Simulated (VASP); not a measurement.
# B3F2 (P4mm) in VASP: further runs

B3F2 is run at these levels: PBE; tasks: single point, relaxation of cell and atoms.

Program: VASP 6.6.1. These are calculated values, not measurements. Logs are shortened: lines on timing, memory, paths and dates and some standing lists are left out, and cuts for length are marked.

**1. The cell of the first run**

Symmetry: P4mm, No. 99, tetragonal system. The conventional cell has a = 3.324 Å, b = 3.324 Å, c = 4.864 Å, α = 90.00°, β = 90.00°, γ = 90.00°. B (site symmetry 2mm) has 1 F at 1.35 Å and 2 B at 1.76 Å within 1.8 Å. B (site symmetry 4mm) has 4 B at 1.76 Å within 2.3 Å. Within 1.8 Å of F (site symmetry 2mm) lie 1 B at 1.35 Å.

The cell was generated, and may not be a known phase.

**2. Single point, PBE, collinear spin**

Contents of INCAR:

```
SYSTEM = B3F2
PREC = Accurate
ENCUT = 520
EDIFF = 1E-6
ISMEAR = 0
SIGMA = 0.1
LREAL = .False.
LASPH = .True.
NELM = 150
ALGO = Normal
ISIF = 2
LWAVE = .False.
LCHARG = .True.
ISPIN = 2
MAGMOM = 0 0 0 1 1
LORBIT = 11
GGA = PE
LELF = .True.
LVHAR = .True.
NBANDS = 24
```

Contents of KPOINTS:

```
regular mesh
0
Gamma
  6 6 4
  0 0 0
```

Contents of POSCAR:

```
B3F2
1.0
    3.3239946667      0.0000000000      0.0000000000
    0.0000000000      3.3239946667      0.0000000000
    0.0000000000      0.0000000000      4.8641038913
B F
3 2
Direct
    0.5000000000      0.0000000000      0.8133908289
    0.0000000000      0.5000000000      0.8133908289
    0.0000000000      0.0000000000      0.6946743330
    0.5000000000      0.0000000000      0.0910185195
    0.0000000000      0.5000000000      0.0910185195
```

Potentials or basis: VASP PAW PBE potentials, release 64 (B, F).

Started as:

```bash
cat potpaw_PBE.64/B/POTCAR potpaw_PBE.64/F/POTCAR > POTCAR
mpirun -np 1 vasp_std > vasp.out
```

OUTCAR:

```text
SYSTEM = B3F2
   PREC = Accurate
   ENCUT = 520
   EDIFF = 1E-6
   ISMEAR = 0
   LREAL = .False.
   LASPH = .True.
   NELM = 150
   ISIF = 2
   ISPIN = 2
   LORBIT = 11
   GGA = PE

 ion  position               nearest neighbor table
   1  0.500  0.000  0.813-   4 1.35   3 1.76   3 1.76
   2  0.000  0.500  0.813-   5 1.35   3 1.76   3 1.76
   3  0.000  0.000  0.695-   1 1.76   2 1.76   2 1.76   1 1.76
   4  0.500  0.000  0.091-   1 1.35
   5  0.000  0.500  0.091-   2 1.35

  LATTYP: Found a simple tetragonal cell.
 ALAT       =     3.3239946667
 C/A-ratio  =     1.4633308350

  Lattice vectors:

 A1 = (   3.3239946667,   0.0000000000,   0.0000000000)
 A2 = (   0.0000000000,   3.3239946667,   0.0000000000)
 A3 = (   0.0000000000,   0.0000000000,   4.8641038913)

Analysis of symmetry for initial positions (statically):
=====================================================================
 Subroutine PRICEL returns:
 Original cell was already a primitive cell.

 Routine SETGRP: Setting up the symmetry group for a
 simple tetragonal supercell.

 Subroutine GETGRP returns: Found  8 space group operations
 (whereof  8 operations were pure point group operations)
 out of a pool of 16 trial point group operations.

The static configuration has the point symmetry C_4v.

Analysis of symmetry for dynamics (positions and initial velocities):
=====================================================================
 Subroutine PRICEL returns:
 Original cell was already a primitive cell.

 Routine SETGRP: Setting up the symmetry group for a
 simple tetragonal supercell.

 Subroutine GETGRP returns: Found  8 space group operations
 (whereof  8 operations were pure point group operations)
 out of a pool of 16 trial point group operations.

The dynamic configuration has the point symmetry C_4v.

Analysis of structural, dynamic, and magnetic symmetry:
=====================================================================
 Subroutine PRICEL returns:
 Original cell was already a primitive cell.

 Routine SETGRP: Setting up the symmetry group for a
 simple tetragonal supercell.

 Subroutine GETGRP returns: Found  8 space group operations
 (whereof  8 operations were pure point group operations)
 out of a pool of 16 trial point group operations.

The overall configuration has the point symmetry C_4v.
[... 132 lines left out ...]
   AEXX    =    0.0000 exact exchange contribution
   IVDW    =     0    specifies the selected vdW correction
   LEPSILON=     F    determine dielectric tensor
   LRPA    =     F    only Hartree local field effects (RPA)
 spin polarized calculation
 Gauss-broadening in eV      SIGMA  =   0.10
  energy-cutoff  :      520.00
  volume of cell :       53.74
 maximum number of plane-waves:      1464
 NGX is ok and might be reduce to    28
   NGX = 13   NGY = 13   NGZ = 19

 number of electron      23.0000015 magnetization       0.4378089

 Free energy of the ion-electron system (eV)
  ---------------------------------------------------
  ext. energy  EPLUGINS =         0.00000000
  ---------------------------------------------------
  free energy    TOTEN  =       -26.93049715 eV

  energy without entropy =      -26.92399679  energy(sigma->0) =      -26.92724697

 E-fermi :   2.2590     XC(G=0):  -9.3737

 val. band max:        2.2068992734   @ k =   0.3333   0.0000   0.0000
 cond. band min:       2.2820846987   @ k =   0.3333   0.1667   0.2500
 fundamental gap:      0.0751854253
 Fermi energy:         2.2590354909

 spin component 1

 k-point     1 :       0.0000    0.0000    0.0000
  band No.  band energies     occupation
      1     -24.2753      1.00000
      2     -22.7424      1.00000
      3      -9.9394      1.00000
      4      -6.3223      1.00000
      5      -5.5969      1.00000
      6      -5.5969      1.00000
[... 613 lines left out ...]
     22      16.3339      0.00000
     23      18.1109      0.00000

 [... further k-points ...]

 spin component 2

 k-point     1 :       0.0000    0.0000    0.0000
  band No.  band energies     occupation
      1     -24.2261      1.00000
      2     -22.6918      1.00000
      3      -9.7720      1.00000
      4      -6.1706      1.00000
      5      -5.5452      1.00000
      6      -5.5452      1.00000
[... 613 lines left out ...]
     22      16.3556      0.00000
     23      18.2623      0.00000

 [... further k-points ...]

 [bands above 23 left out]

------------------------ aborting loop because EDIFF is reached ----------------------------------------

  FORCE on cell =-STRESS in cart. coord.  units (eV):
  Direction    XX          YY          ZZ          XY          YZ          ZX
  --------------------------------------------------------------------------------------
  -------------------------------------------------------------------------------------
  Total        0.0786973      0.0786973      0.6567858      0.0000000      0.0000000      0.0000000
  in kB        2.3461026      2.3461026     19.5799183      0.0000000      0.0000000      0.0000000
  external PRESSURE =       8.0907079 kB  Pullay stress =       0.0000000 kB

 VOLUME and BASIS-vectors are now :
 -----------------------------------------------------------------------------
  energy-cutoff  :      520.00
  volume of cell :       53.74
      direct lattice vectors                 reciprocal lattice vectors
     3.323994667  0.000000000  0.000000000     0.300842841  0.000000000  0.000000000
     0.000000000  3.323994667  0.000000000     0.000000000  0.300842841  0.000000000
     0.000000000  0.000000000  4.864103891     0.000000000  0.000000000  0.205587714

 POSITION                                       TOTAL-FORCE (eV/Angst)
 -----------------------------------------------------------------------------------
      1.66200      0.00000      3.95642        -0.000000      0.000000     -0.212201
      0.00000      1.66200      3.95642         0.000000     -0.000000     -0.212201
      0.00000      0.00000      3.37897         0.000000     -0.000000     -0.089711
      1.66200      0.00000      0.44272         0.000000     -0.000000      0.257056
      0.00000      1.66200      0.44272        -0.000000     -0.000000      0.257056
 -----------------------------------------------------------------------------------
    total drift:                                0.000000      0.000000     -0.001447

  FREE ENERGIE OF THE ION-ELECTRON SYSTEM (eV)
  ---------------------------------------------------
  free  energy   TOTEN  =       -26.9304971530 eV

  energy  without entropy=      -26.9239967882  energy(sigma->0) =      -26.92724697

 total charge

# of ion       s       p       d       tot
------------------------------------------
    1        0.680   1.178   0.000   1.857
    2        0.680   1.178   0.000   1.857
    3        0.694   1.211   0.000   1.905
    4        1.754   4.405   0.000   6.159
    5        1.754   4.405   0.000   6.159
--------------------------------------------------
tot          5.560  12.376   0.000  17.936

 magnetization (x)

# of ion       s       p       d       tot
------------------------------------------
    1       -0.002  -0.000   0.000  -0.002
    2       -0.002  -0.000   0.000  -0.002
    3        0.019   0.157   0.000   0.176
    4        0.002   0.022   0.000   0.024
    5        0.002   0.022   0.000   0.024
--------------------------------------------------
tot          0.019   0.200   0.000   0.220
```

OSZICAR:

```text
N       E                     dE             d eps       ncg     rms          rms(c)
DAV:   1     0.937555308155E+02    0.93756E+02   -0.11558E+04  2888   0.864E+02
DAV:   2    -0.229377674157E+02   -0.11669E+03   -0.11254E+03  3656   0.219E+02
DAV:   3    -0.275501336396E+02   -0.46124E+01   -0.45918E+01  3672   0.398E+01
DAV:   4    -0.275733253522E+02   -0.23192E-01   -0.23191E-01  3232   0.317E+00
DAV:   5    -0.275734563775E+02   -0.13103E-03   -0.13102E-03  3704   0.218E-01    0.125E+01
DAV:   6    -0.269905806856E+02    0.58288E+00   -0.27109E+00  3456   0.110E+01    0.443E+00
DAV:   7    -0.269520899766E+02    0.38491E-01   -0.34716E-01  3384   0.363E+00    0.225E+00
DAV:   8    -0.269151150970E+02    0.36975E-01   -0.10700E-01  3552   0.185E+00    0.769E-01
DAV:   9    -0.269240495609E+02   -0.89345E-02   -0.14580E-02  3072   0.692E-01    0.345E-01
DAV:  10    -0.269295728440E+02   -0.55233E-02   -0.78687E-03  3104   0.449E-01    0.163E-01
DAV:  11    -0.269302631761E+02   -0.69033E-03   -0.17142E-03  3440   0.190E-01    0.612E-02
DAV:  12    -0.269304198945E+02   -0.15672E-03   -0.18804E-04  3072   0.763E-02    0.269E-02
DAV:  13    -0.269304817055E+02   -0.61811E-04   -0.53094E-05  3032   0.479E-02    0.127E-02
DAV:  14    -0.269304944969E+02   -0.12791E-04   -0.15691E-05  3008   0.249E-02    0.516E-03
DAV:  15    -0.269304966889E+02   -0.21920E-05   -0.28441E-06  3256   0.105E-02    0.231E-03
DAV:  16    -0.269304971530E+02   -0.46405E-06   -0.45070E-07  2720   0.433E-03
   1 F= -.26930497E+02 E0= -.26927247E+02  d E =-.650036E-02  mag=     0.4381
```

It took 52 s on 1 thread of Oxide Virtual Turin-like, shared host; peak memory 0.18 GiB.

Results:

| Item | Value |
| --- | --- |
| Free energy | -26.9305 eV |
| Pressure | 0.8 GPa |
| Largest force | 0.257 eV/Å |
| Net moment | 0.44 μB per cell |
| Site moments | B -0.00, +0.18 (each value once); F +0.02 μB |
| Valence electrons inside the program's atomic spheres | B 1.86, 1.91 (each value once); F 6.16 |

Forces on the atoms (eV/Å):
```
B    0.000  0.000 -0.212
B    0.000  0.000 -0.212
B    0.000  0.000 -0.090
F    0.000  0.000  0.257
F    0.000  0.000  0.257
```

Stress tensor (GPa, compression positive):
```
0.23 0.00 0.00
0.00 0.23 0.00
0.00 0.00 1.96
```

Levels at points of the mesh, in eV from the Fermi level:
Spin up:
```csv
k point,band 8,band 9,band 10,band 11,band 12,band 13,band 14,band 15,band 16,band 17
"(0.00, 0.00, 0.00)",-4.51,-4.51,-3.11,-3.11,-0.15,1.05,3.70,6.07,6.07,7.08
"(0.50, 0.00, 0.00)",-6.02,-5.63,-5.49,-2.27,-0.08,2.75,3.32,3.48,7.87,10.10
"(0.50, 0.50, 0.00)",-5.87,-5.87,-4.02,-4.02,-2.24,0.26,7.78,9.05,9.05,9.12
"(0.00, 0.00, 0.50)",-4.51,-4.51,-3.22,-3.22,-1.29,1.15,3.76,6.06,6.06,8.60
"(0.50, 0.00, 0.50)",-6.01,-5.76,-5.46,-2.37,-0.10,2.68,3.26,3.27,6.69,11.52
"(0.50, 0.50, 0.50)",-5.54,-5.54,-4.02,-4.02,-2.44,0.80,7.51,7.51,7.76,9.62
```
Spin down:
| k point | band 9 | band 10 | band 11 | band 12 | band 13 | band 14 |
| --- | --- | --- | --- | --- | --- | --- |
| (0.00, 0.00, 0.00) | -4.46 | -3.01 | -3.01 | 0.78 | 1.08 | 4.12 |
| (0.50, 0.00, 0.00) | -5.51 | -5.44 | -2.15 | 0.77 | 2.76 | 3.39 |
| (0.50, 0.50, 0.00) | -5.73 | -3.99 | -3.97 | -2.24 | 1.55 | 7.82 |
| (0.00, 0.00, 0.50) | -4.46 | -3.12 | -3.12 | -0.44 | 1.18 | 4.15 |
| (0.50, 0.00, 0.50) | -5.61 | -5.41 | -2.24 | 0.76 | 2.69 | 3.34 |
| (0.50, 0.50, 0.50) | -5.45 | -3.99 | -3.96 | -2.44 | 2.09 | 7.72 |

Caveat: a moment this small can come from the mesh or the smearing; this functional lacks dispersion, which binds layers or chains, so the pressure and a relaxed spacing across them are unreliable.

**3. Relaxation of cell and atoms, PBE**

Contents of INCAR:

```
SYSTEM = B3F2
  PREC = Accurate
  ENCUT = 600
  EDIFF = 1E-7
  ISMEAR = 0
  SIGMA = 0.1
  LREAL = .False.
  LASPH = .True.
  NELM = 80
  ALGO = Fast
  ISIF = 3
  LWAVE = .False.
  LCHARG = .False.
  GGA = PE
  IBRION = 2
  NSW = 100
  EDIFFG = -0.01
```

Contents of KPOINTS:

```
regular mesh
0
Gamma
  12 12 8
  0 0 0
```

POSCAR is that of step 2.

Potentials or basis: VASP PAW PBE potentials, release 64 (B, F).

Started as:

```bash
cat potpaw_PBE.64/B/POTCAR potpaw_PBE.64/F/POTCAR > POTCAR
mpirun -np 1 vasp_std > vasp.out
```

It took 21 min on 1 thread of Oxide Virtual Turin-like, shared host; peak memory 0.24 GiB.

It converged, with:

| Quantity | Value |
| --- | --- |
| Free energy | -26.9240 eV |
| Relaxed volume | 9.97 Å³/atom |
| Relaxed cell | a = 3.322 Å, b = 3.322 Å, c = 4.515 Å, α = 90.00°, β = 90.00°, γ = 90.00° |
| Space group after relaxing (to 0.1 Å) | P4mm (No. 99) |
| Energy gained by relaxing | 4.1 meV/atom |
| Ionic steps | 23 |
| Pressure after relaxing | 0.0 GPa |
| Largest force after relaxing | 0.007 eV/Å |
| Band gap on the k mesh | zero (an odd number of electrons rules out a gap without spin polarisation) |

Forces in eV/Å, atoms in the order of the input:
```
B    0.000  0.000  0.007
B    0.000  0.000  0.007
B    0.000  0.000  0.000
F    0.000  0.000 -0.007
F    0.000  0.000 -0.007
```

Stress tensor (GPa, compression positive):
```
-0.04  0.00  0.00
 0.00 -0.04  0.00
 0.00  0.00  0.14
```

The path:
```
step  energy change (eV)  largest force (eV/Å)  pressure (GPa)  volume (Å³)
   1              0.0000                0.4025            0.49        53.74
   2              0.0355                1.0690           -3.50        54.00
   3             -0.0036                0.0856           -0.50        53.80
   4             -0.0049                0.0258           -0.15        53.60
   5             -0.0053                0.1169            0.15        53.43
   6             -0.0066                0.1199            0.02        53.35
   7             -0.0090                0.1305           -0.32        53.11
   8             -0.0075                0.2211           -0.89        52.61
   9             -0.0094                0.1568           -0.49        52.94
  10             -0.0099                0.1362           -0.63        52.88
  11             -0.0110                0.1234           -1.04        52.72
  12             -0.0107                0.2543           -1.83        52.40
  13             -0.0112                0.1369           -1.37        52.59
  14             -0.0122                0.1321           -1.31        52.43
  15             -0.0148                0.1155           -1.11        51.95
  16             -0.0185                0.0967           -0.65        51.00
  17             -0.0175                0.0991            0.63        49.11
  18             -0.0197                0.0990           -0.10        50.22
  19             -0.0197                0.0983           -0.04        50.12
  20             -0.0201                0.0665           -0.24        50.03
  21             -0.0201                0.0864           -0.30        50.01
  22             -0.0204                0.0346           -0.09        49.89
  23             -0.0205                0.0068            0.02        49.83
```

Final structure:
```yaml
crystal:
  lattice:
    - [3.32226, 0.00000, 0.00000]
    - [0.00000, 3.32226, 0.00000]
    - [0.00000, 0.00000, 4.51471]
  atoms:
    - { symbol: B, position: [0.50000, 0.00000, 0.80442] }
    - { symbol: B, position: [0.00000, 0.50000, 0.80442] }
    - { symbol: B, position: [0.00000, 0.00000, 0.68036] }
    - { symbol: F, position: [0.50000, 0.00000, 0.10715] }
    - { symbol: F, position: [0.00000, 0.50000, 0.10715] }
```

Levels at points of the mesh, in eV from the Fermi level:
| k point | band 10 | band 11 | band 12 | band 13 | band 14 | band 15 |
| --- | --- | --- | --- | --- | --- | --- |
| (0.00, 0.00, 0.00) | -3.31 | -3.31 | 0.43 | 0.87 | 3.67 | 5.89 |
| (0.50, 0.00, 0.00) | -5.64 | -2.49 | 0.13 | 2.59 | 3.21 | 3.53 |
| (0.50, 0.50, 0.00) | -4.15 | -4.12 | -2.37 | 0.45 | 7.56 | 9.23 |
| (0.00, 0.00, 0.50) | -3.55 | -3.55 | -1.20 | 1.07 | 3.81 | 5.86 |
| (0.50, 0.00, 0.50) | -5.57 | -2.69 | 0.12 | 2.45 | 3.09 | 3.25 |
| (0.50, 0.50, 0.50) | -4.14 | -4.12 | -2.74 | 1.31 | 7.29 | 7.29 |

Caveat: an odd number of electrons without spin polarisation forces a metal; a magnetic or distorted state may lie lower.

The gap in the log of VASP goes by the Fermi energy; the results here count the filled bands.